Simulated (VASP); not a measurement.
# Hg (Im-3m) in VASP: further runs

The runs below take Hg through single point, with LDA.

Everything below comes from runs of VASP 6.6.1. Logs are shortened: lines on timing, memory, paths and dates and some standing lists are left out, and cuts for length are marked.

## (1) The cell of the first run

The structure is cubic, space group Im-3m (No. 229). The conventional cell has a = 2.725 Å, b = 2.725 Å, c = 2.725 Å, α = 90.00°, β = 90.00°, γ = 90.00°. Within 3.1 Å of Hg (site symmetry m-3m) lie 14 Hg at 2.36 to 2.72 Å.

## (2) Single point, LDA (volume scaled by 0.45)

INCAR

```
SYSTEM = Hg
  ALGO = Normal
  EDIFF = 1E-6
  ENCUT = 520
  GGA = CA
  ISIF = 2
  ISMEAR = -1
  LASPH = .TRUE.
  LCHARG = .FALSE.
  LREAL = .FALSE.
  LWAVE = .FALSE.
  NBANDS = 12
  NELM = 60
  PREC = Accurate
  SIGMA = 0.1
```

KPOINTS

```
k-points
0
G
  15 15 15
  0 0 0
```

POSCAR

```
Hg
1.0
   -1.3624125174      1.3624125174      1.3624125174
    1.3624125174     -1.3624125174      1.3624125174
    1.3624125174      1.3624125174     -1.3624125174
Hg
1
Direct
    0.0000000000      0.0000000000      0.0000000000
```

Potentials or basis: VASP PAW LDA potentials, release 64 (Hg).

Command:

```
> cat potpaw_LDA.64/Hg/POTCAR > POTCAR
> mpirun -np 1 vasp_std > vasp.out
```

OUTCAR:

```text
SYSTEM = Hg
   EDIFF = 1E-6
   ENCUT = 520
   GGA = CA
   ISIF = 2
   ISMEAR = -1
   LASPH = .TRUE.
   LREAL = .FALSE.
   NELM = 60
   PREC = Accurate

 ion  position               nearest neighbor table
   1  0.000  0.000  0.000-

  LATTYP: Found a body centered cubic cell.
 ALAT       =     2.7248250348

  Lattice vectors:

 A1 = (  -1.3624125174,   1.3624125174,   1.3624125174)
 A2 = (   1.3624125174,  -1.3624125174,   1.3624125174)
 A3 = (   1.3624125174,   1.3624125174,  -1.3624125174)

Analysis of symmetry for initial positions (statically):
=====================================================================
 Subroutine PRICEL returns:
 Original cell was already a primitive cell.

 Routine SETGRP: Setting up the symmetry group for a
 body centered cubic supercell.

 Subroutine GETGRP returns: Found 48 space group operations
 (whereof 48 operations were pure point group operations)
 out of a pool of 48 trial point group operations.

The static configuration has the point symmetry O_h .

Analysis of symmetry for dynamics (positions and initial velocities):
=====================================================================
 Subroutine PRICEL returns:
 Original cell was already a primitive cell.

 Routine SETGRP: Setting up the symmetry group for a
 body centered cubic supercell.

 Subroutine GETGRP returns: Found 48 space group operations
 (whereof 48 operations were pure point group operations)
 out of a pool of 48 trial point group operations.

The dynamic configuration has the point symmetry O_h .

 Subroutine INISYM returns: Found 48 space group operations
 (whereof 48 operations are pure point group operations),
 and found     1 'primitive' translations

----------------------------------------------------------------------------------------

                                     Primitive cell

  volume of cell :      10.1155

  direct lattice vectors                    reciprocal lattice vectors
    -1.362412517  1.362412517  1.362412517     0.000000000  0.366996041  0.366996041
     1.362412517 -1.362412517  1.362412517     0.366996041  0.000000000  0.366996041
     1.362412517  1.362412517 -1.362412517     0.366996041  0.366996041  0.000000000

  length of vectors
     2.359767701  2.359767701  2.359767701     0.519010778  0.519010778  0.519010778

  position of ions in fractional coordinates (direct lattice)
     0.000000000  0.000000000  0.000000000

  ion indices of the primitive-cell ions
   primitive index   ion index
                 1           1

----------------------------------------------------------------------------------------

 KPOINTS: k-points

Automatic generation of k-mesh.
 Grid dimensions read from file:
 generate k-points for:   15   15   15

 Generating k-lattice:

  Cartesian coordinates                     Fractional coordinates (reciprocal lattice)
     0.000000000  0.024466403  0.024466403     0.066666667  0.000000000  0.000000000
     0.024466403  0.000000000  0.024466403     0.000000000  0.066666667  0.000000000
     0.024466403  0.024466403  0.000000000     0.000000000  0.000000000  0.066666667

  Length of vectors
     0.034600719  0.034600719  0.034600719

  Shift w.r.t. Gamma in fractional coordinates (k-lattice)
     0.000000000  0.000000000  0.000000000

 Subroutine IBZKPT returns following result:
 ===========================================

 Found    120 irreducible k-points:

 Following reciprocal coordinates:
            Coordinates               Weight
  0.000000  0.000000  0.000000      1.000000
  0.066667  0.000000  0.000000     12.000000
  0.133333  0.000000  0.000000     12.000000
  0.200000  0.000000  0.000000     12.000000
  0.266667  0.000000  0.000000     12.000000
  0.333333  0.000000  0.000000     12.000000
[... 16 lines left out ...]
  0.333333  0.200000  0.000000     48.000000
  0.400000  0.200000  0.000000     24.000000
 [... further k-points ...]
   k-points           NKPTS =    120   k-points in BZ     NKDIM =    120   number of bands    NBANDS=     12
   number of dos      NEDOS =    301   number of ions     NIONS =      1
   total plane-waves  NPLWV =   5832
   dimension x,y,z NGX =    18 NGY =   18 NGZ =   18
   dimension x,y,z NGXF=    36 NGYF=   36 NGZF=   36
   ions per type =               1
   NGX,Y,Z   is equivalent  to a cutoff of  12.68, 12.68, 12.68 a.u.
   NGXF,Y,Z  is equivalent  to a cutoff of  25.36, 25.36, 25.36 a.u.
 SYSTEM =  Hg
   PREC   = accura    normal or accurate (medium, high low for compatibility)
   ISTART =      0    job   : 0-new  1-cont  2-samecut
   ICHARG =      2    charge: 1-file 2-atom 10-const
   ISPIN  =      1    spin polarized calculation?
   LNONCOLLINEAR =      F non collinear calculations
   LSORBIT =      F    spin-orbit coupling
   LASPH  =      T    aspherical Exc in radial PAW
   ENCUT  =  520.0 eV  38.22 Ry    6.18 a.u.   4.39  4.39  4.39*2*pi/ulx,y,z
   NELM   =     60;   NELMIN=  2; NELMDL= -5     # of ELM steps
   EDIFF  = 0.1E-05   stopping-criterion for ELM
   LREAL  =      F    real-space projection
   EDIFFG = 0.1E-04   stopping-criterion for IOM
   NSW    =      0    number of steps for IOM
   IBRION =     -1    ionic relax: 0-MD 1-quasi-New 2-CG
   NFREE  =      0    steps in history (QN), initial steepest desc. (CG)
   ISIF   =      2    stress and relaxation
   ISYM   =      2    0-nonsym 1-usesym 2-fastsym
   POTIM  = 0.5000    time-step for ionic-motion
   TEBEG  =    0.0;   TEEND  =   0.0 temperature during run
   PSTRESS=    0.0 pullay stress
   NELECT =      12.0000    total number of electrons
   NUPDOWN=      -1.0000    fix difference up-down
   EMIN   =  10.00;   EMAX   =-10.00  energy-range for DOS
   EFERMI =   0.00;   METHOD = LEGACY
   ISMEAR =    -1;   SIGMA  =   0.10  broadening in eV -4-tet -1-fermi 0-gaus
   EFERMI_NEDOS =   21; number of points for ismear=-14 and -15
   IALGO  =     38    algorithm
   IMIX   =      4    mixing-type and parameters
     AMIX     =   0.40;   BMIX     =  1.00
     AMIX_MAG =   1.60;   BMIX_MAG =  1.00
  volume/ion in A,a.u.               =      10.12        68.26
  Fermi-wavevector in a.u.,A,eV,Ry     =   1.733032  3.274956 40.863745  3.003400
  Thomas-Fermi vector in A             =   2.807096
   LORBIT       =      0    0 simple, 1 ext, 2 COOP (PROOUT), +10 PAW based schemes
   GGA     = CA    functional components
   LHFCALC =     F    Hartree Fock is set to
   AEXX    =    0.0000 exact exchange contribution
   IVDW    =     0    specifies the selected vdW correction
   LEPSILON=     F    determine dielectric tensor
   LRPA    =     F    only Hartree local field effects (RPA)
 non-spin polarized calculation
  energy-cutoff  :      520.00
  volume of cell :       10.12
 maximum number of plane-waves:       281
 NGX is ok and might be reduce to    18
   NGX =  9   NGY =  9   NGZ =  9

 number of electron      11.9999997 magnetization

 Free energy of the ion-electron system (eV)
  ---------------------------------------------------
  ext. energy  EPLUGINS =         0.00000000
  ---------------------------------------------------
  free energy    TOTEN  =         7.37529723 eV

  energy without entropy =        7.38174436  energy(sigma->0) =        7.37852080

 E-fermi :  17.2416     XC(G=0): -16.2127

 val. band max:       17.2315941411   @ k =   0.4000   0.2000   0.0000
 cond. band min:      17.2554929331   @ k =   0.4000   0.1333   0.0667
 fundamental gap:      0.0238987921
 Fermi energy:        17.2416433536

 k-point     1 :       0.0000    0.0000    0.0000
  band No.  band energies     occupation
      1      -5.4750      2.00000
      2       1.2654      2.00000
      3       1.2654      2.00000
      4       1.2654      2.00000
      5       5.1711      2.00000
      6       5.1711      2.00000
      7      30.2408      0.00000
      8      30.2408      0.00000
      9      30.2408      0.00000
     10      43.0677      0.00000
     11      43.0677      0.00000
     12      46.9538      0.00000

 k-point     2 :       0.0667    0.0000    0.0000
  band No.  band energies     occupation
      1      -5.2068      2.00000
      2       1.1510      2.00000
      3       1.2720      2.00000
      4       1.5047      2.00000
      5       5.0186      2.00000
      6       5.1808      2.00000
      7      30.3720      0.00000
      8      30.5101      0.00000
      9      30.6306      0.00000
     10      41.1925      0.00000
     11      42.3894      0.00000
     12      46.2040      0.00000

 k-point     3 :       0.1333    0.0000    0.0000
  band No.  band energies     occupation
      1      -4.4585      2.00000
      2       0.8378      2.00000
      3       1.2841      2.00000
      4       2.2068      2.00000
      5       4.6974      2.00000
      6       5.2159      2.00000
      7      30.5223      0.00000
      8      30.8733      0.00000
      9      31.7553      0.00000
     10      38.9721      0.00000
     11      40.5229      0.00000
     12      44.1315      0.00000

 k-point     4 :       0.2000    0.0000    0.0000
  band No.  band energies     occupation
      1      -3.4559      2.00000
      2       0.4001      2.00000
      3       1.3866      2.00000
      4       3.3181      2.00000
      5       4.4889      2.00000
      6       5.2865      2.00000
      7      29.9959      0.00000
      8      30.0323      0.00000
      9      33.4899      0.00000
     10      38.2803      0.00000
     11      39.2982      0.00000
     12      41.2026      0.00000

 k-point     5 :       0.2667    0.0000    0.0000
  band No.  band energies     occupation
      1      -2.7177      2.00000
      2      -0.0722      2.00000
      3       2.0283      2.00000
      4       4.5515      2.00000
      5       4.7381      2.00000
      6       5.3971      2.00000
      7      27.4082      0.00000
      8      28.6015      0.00000
      9      35.6394      0.00000
     10      37.9452      0.00000
     11      39.4720      0.00000
     12      39.5848      0.00000
[... 228 lines left out ...]
      1      -1.5993      2.00000
      2       0.1127      2.00000
      3       1.0246      2.00000
      4       4.3225      2.00000
      5       5.8186      2.00000
      6       8.2081      2.00000
      7      24.7190      0.00000
      8      27.2109      0.00000
      9      31.3816      0.00000
     10      35.1168      0.00000
     11      41.7261      0.00000
     12      45.8965      0.00000

 k-point    22 :       0.2667    0.2000   -0.0000
  band No.  band energies     occupation
      1      -1.6017      2.00000
      2      -0.1367      2.00000
      3       1.8642      2.00000
      4       4.6134      2.00000
      5       5.9722      2.00000
      6      10.5132      2.00000
      7      21.8052      0.00000
      8      25.5023      0.00000
      9      30.1268      0.00000
     10      36.3177      0.00000
     11      41.7480      0.00000
     12      46.3879      0.00000

 k-point    23 :       0.3333    0.2000    0.0000
  band No.  band energies     occupation
      1      -1.7539      2.00000
      2      -0.3024      2.00000
      3       2.6135      2.00000
      4       4.9064      2.00000
      5       6.2442      2.00000
      6      12.8118      2.00000
      7      18.9299      0.00000
      8      24.1958      0.00000
      9      29.4087      0.00000
     10      37.7167      0.00000
     11      40.6954      0.00000
     12      46.7353      0.00000

 k-point    24 :       0.4000    0.2000    0.0000
  band No.  band energies     occupation
      1      -1.8267      2.00000
      2      -0.3540      2.00000
      3       2.8828      2.00000
      4       4.9860      2.00000
      5       6.4614      2.00000
      6      14.2828      2.00000
      7      17.2316      1.05020
      8      23.6774      0.00000
      9      29.1679      0.00000
     10      38.8360      0.00000
     11      39.6116      0.00000
     12      46.9010      0.00000

 [... further k-points ...]

------------------------ aborting loop because EDIFF is reached ----------------------------------------

  FORCE on cell =-STRESS in cart. coord.  units (eV):
  Direction    XX          YY          ZZ          XY          YZ          ZX
  --------------------------------------------------------------------------------------
  -------------------------------------------------------------------------------------
  Total       32.6310004     32.6310004     32.6310004      0.0000000      0.0000000     -0.0000000
  in kB     5168.3879408   5168.3879408   5168.3879408      0.0000000      0.0000000     -0.0000000
  external PRESSURE =    5168.3879408 kB  Pullay stress =       0.0000000 kB

 VOLUME and BASIS-vectors are now :
 -----------------------------------------------------------------------------
  energy-cutoff  :      520.00
  volume of cell :       10.12
      direct lattice vectors                 reciprocal lattice vectors
    -1.362412517  1.362412517  1.362412517     0.000000000  0.366996041  0.366996041
     1.362412517 -1.362412517  1.362412517     0.366996041  0.000000000  0.366996041
     1.362412517  1.362412517 -1.362412517     0.366996041  0.366996041  0.000000000

 POSITION                                       TOTAL-FORCE (eV/Angst)
 -----------------------------------------------------------------------------------
      0.00000      0.00000      0.00000        -0.000000     -0.000000      0.000000
 -----------------------------------------------------------------------------------
    total drift:                                0.000000      0.000000      0.000000

  FREE ENERGIE OF THE ION-ELECTRON SYSTEM (eV)
  ---------------------------------------------------
  free  energy   TOTEN  =         7.3752972335 eV

  energy  without entropy=        7.3817443612  energy(sigma->0) =        7.37852080
```

Wall time 5.5 s (1 thread of Intel Xeon 6975P-C (Granite Rapids), shared host); peak memory 0.12 GiB.

Results:

```yaml
Free_energy: 7.3753 eV
Pressure: 516.8 GPa
Band_gap_on_the_k_mesh: zero (band 6 reaches 18.59 eV, above the bottom of band 7 at 16.85 eV)
```

Caveat: spin-orbit coupling is left out, which moves the levels of the heavy elements.

[end of part 1 of 2]
